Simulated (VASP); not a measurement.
# CuRe2 (P6/mmm) in VASP: a series of runs, part 2 of 2

VASP 6.6.1. The steps go on from the part before.

### Step 5. Relaxation of cell and atoms, PBE

Contents of INCAR:

```
PREC = Accurate
ENCUT = 600
EDIFF = 1E-7
ISMEAR = 0
SIGMA = 0.1
LREAL = False
LASPH = True
NELM = 80
ALGO = Fast
ISIF = 3
LWAVE = False
LCHARG = False
GGA = PE
IBRION = 2
NSW = 100
EDIFFG = -0.01
```

Contents of KPOINTS:

```
Automatic mesh
0
Gamma
  12 12 18
```

Contents of POSCAR:

```
CuRe2
1.0
    4.3680043778      0.0000000000      0.0000000000
   -2.1840021889      3.7828027550      0.0000000000
    0.0000000000      0.0000000000      2.6662317914
Cu Re
1 2
Direct
    0.0000000000      0.0000000000      0.0000000000
    0.3333333333      0.6666666667      0.5000000000
    0.6666666667      0.3333333333      0.5000000000
```

Potentials or basis: VASP PAW PBE potentials, release 64 (Cu, Re).

Command:

```
cat potpaw_PBE.64/Cu/POTCAR potpaw_PBE.64/Re/POTCAR > POTCAR
mpirun -np 1 vasp_std > vasp.out
```

OUTCAR:

```text
PREC = Accurate
   ENCUT = 600
   EDIFF = 1E-7
   ISMEAR = 0
   LREAL = False
   LASPH = True
   NELM = 80
   ISIF = 3
   GGA = PE
   IBRION = 2
   NSW = 100
   EDIFFG = -0.01

 ion  position               nearest neighbor table
   1  0.000  0.000  0.000-   2 2.85   3 2.85   2 2.85   3 2.85   2 2.85   2 2.85   3 2.85   3 2.85
                             3 2.85   3 2.85   2 2.85   2 2.85
   2  0.333  0.667  0.500-   3 2.52   3 2.52   3 2.52   1 2.85   1 2.85   1 2.85   1 2.85   1 2.85
                             1 2.85
   3  0.667  0.333  0.500-   2 2.52   2 2.52   2 2.52   1 2.85   1 2.85   1 2.85   1 2.85   1 2.85
                             1 2.85

  LATTYP: Found a hexagonal cell.
 ALAT       =     4.3680043778
 C/A-ratio  =     0.6104004394

  Lattice vectors:

 A1 = (   4.3680043778,   0.0000000000,   0.0000000000)
 A2 = (  -2.1840021889,   3.7828027550,   0.0000000000)
 A3 = (   0.0000000000,   0.0000000000,   2.6662317914)

Analysis of symmetry for initial positions (statically):
=====================================================================
 Subroutine PRICEL returns:
 Original cell was already a primitive cell.

 Routine SETGRP: Setting up the symmetry group for a
[... 281 lines left out ...]

[... ionic steps 4 to 12 ...]

--------------------------------------- Ionic step       13  -------------------------------------------

 number of electron      24.9999998 magnetization

------------------------ aborting loop because EDIFF is reached ----------------------------------------
[... 69 lines left out ...]
--------------------------------------- Ionic step       15  -------------------------------------------

 number of electron      24.9999998 magnetization

 Free energy of the ion-electron system (eV)
  ---------------------------------------------------
  ext. energy  EPLUGINS =         0.00000000
  ---------------------------------------------------
  free energy    TOTEN  =       -27.05080554 eV

  energy without entropy =      -27.03409280  energy(sigma->0) =      -27.04244917

 E-fermi :   7.3975     XC(G=0): -13.0196

 val. band max:        7.3956223888   @ k =   0.1667   0.0833   0.3889
 cond. band min:       7.4044032321   @ k =   0.3333   0.1667   0.5000
 fundamental gap:      0.0087808433
 Fermi energy:         7.3974886918

 k-point     1 :       0.0000    0.0000    0.0000
  band No.  band energies     occupation
      1      -2.1994      2.00000
      2       2.0312      2.00000
      3       3.9233      2.00000
      4       3.9233      2.00000
      5       3.9568      2.00000
      6       4.1066      2.00000
[... 433 lines left out ...]
      3       2.3901      2.00000
      4       3.0069      2.00000
      5       3.5314      2.00000
      6       4.1730      2.00000
[... 8 lines left out ...]
     15       9.2697      0.00000
     16      10.2209      0.00000

 [... further k-points ...]

------------------------ aborting loop because EDIFF is reached ----------------------------------------

  FORCE on cell =-STRESS in cart. coord.  units (eV):
  Direction    XX          YY          ZZ          XY          YZ          ZX
  --------------------------------------------------------------------------------------
  -------------------------------------------------------------------------------------
  Total       -0.0140155     -0.0140155     -0.0065607      0.0000000      0.0000000      0.0000000
  in kB       -0.5080410     -0.5080410     -0.2378163      0.0000000      0.0000000      0.0000000
  external PRESSURE =      -0.4179661 kB  Pullay stress =       0.0000000 kB
[... 18 lines left out ...]
  FREE ENERGIE OF THE ION-ELECTRON SYSTEM (eV)
  ---------------------------------------------------
  free  energy   TOTEN  =       -27.0508055385 eV

  energy  without entropy=      -27.0340928015  energy(sigma->0) =      -27.04244917

 reached required accuracy - stopping structural energy minimisation
```

It took 25 min on 1 thread of Intel Xeon Platinum 8488C (Sapphire Rapids), shared host; peak memory 0.35 GiB.

Results:

```yaml
Free_energy: -27.0508 eV
Relaxed_volume: 14.73 Å³/atom
Relaxed_cell: a = 4.335 Å, b = 4.335 Å, c = 2.716 Å, α = 90.00°, β = 90.00°, γ = 120.00°
Space_group_after_relaxing_to_0.1_Å: P6/mmm (No. 191)
Energy_gained_by_relaxing: 1.2 meV/atom
Ionic_steps: 15
Pressure_after_relaxing: 0.0 GPa
Band_gap_on_the_k_mesh: zero (an odd number of electrons rules out a gap without spin polarisation)
```

The path:
| step | energy change (eV) | largest force (eV/Å) | pressure (GPa) | volume (Å³) |
| --- | --- | --- | --- | --- |
| 1 | 0.0000 | 0.0000 | 0.08 | 44.05 |
| 2 | -0.0006 | 0.0000 | -0.09 | 44.10 |
| 3 | -0.0021 | 0.0000 | -0.67 | 44.25 |
| 4 | -0.0013 | 0.0000 | -1.63 | 44.52 |
| 5 | -0.0026 | 0.0000 | -0.92 | 44.33 |
| 6 | -0.0026 | 0.0000 | -1.15 | 44.40 |
| 7 | -0.0027 | 0.0000 | -1.11 | 44.37 |
| 8 | -0.0028 | 0.0000 | -1.01 | 44.36 |
| 9 | -0.0030 | 0.0000 | -0.85 | 44.35 |
| 10 | -0.0030 | 0.0000 | -0.46 | 44.32 |
| 11 | -0.0031 | 0.0000 | -0.70 | 44.33 |
| 12 | -0.0032 | 0.0000 | -0.48 | 44.31 |
| 13 | -0.0034 | 0.0000 | -0.33 | 44.27 |
| 14 | -0.0034 | 0.0000 | 0.08 | 44.18 |
| 15 | -0.0035 | 0.0000 | -0.04 | 44.20 |

Final structure:
```
Cu Re
1.0
     4.33482    0.00000    0.00000
    -2.16741    3.75407    0.00000
     0.00000    0.00000    2.71610
Cu Re
1 2
Direct
  0.00000 0.00000 0.00000
  0.33333 0.66667 0.50000
  0.66667 0.33333 0.50000
```

Caveat: spin-orbit coupling is left out, which moves the levels of the heavy elements.

### Step 6. The runs side by side

```tsv
task	cell	k mesh	cutoff (eV)	gap on the mesh (eV)	pressure (GPa)	relaxed volume (Å³/atom)
single point	a = 4.368, b = 4.368, c = 2.666 Å, angles 90.0, 90.0, 120.0°, 3 atoms	6 × 6 × 6	520	none	-0.4	-
relaxation of cell and atoms	relaxed from a = 3.980, b = 3.980, c = 2.800 Å, angles 90.0, 90.0, 120.0°, 3 atoms	6 × 6 × 6	600	none	-0.1	14.73
single point	a = 4.478, b = 4.478, c = 2.532 Å, angles 90.0, 90.0, 120.0°, 3 atoms	12 × 12 × 18	520	none	-0.9	-
relaxation of cell and atoms	relaxed from a = 4.368, b = 4.368, c = 2.666 Å, angles 90.0, 90.0, 120.0°, 3 atoms	12 × 12 × 18	600	none	0.0	14.73
```

Alike in all rows: level PBE; potentials or basis VASP PAW PBE potentials, release 64 (Cu, Re); no spin polarisation; smearing gaussian 0.1 eV.

Caveats: some runs use coarse meshes; spin-orbit coupling is left out, which moves the levels of the heavy elements; the volume moved by over 15 % at a fixed basis, so the end points are rough (at least some runs).

Absolute energies hang on the potentials; compare differences alone.

The gap in the log of VASP goes by the Fermi energy; the results here count the filled bands.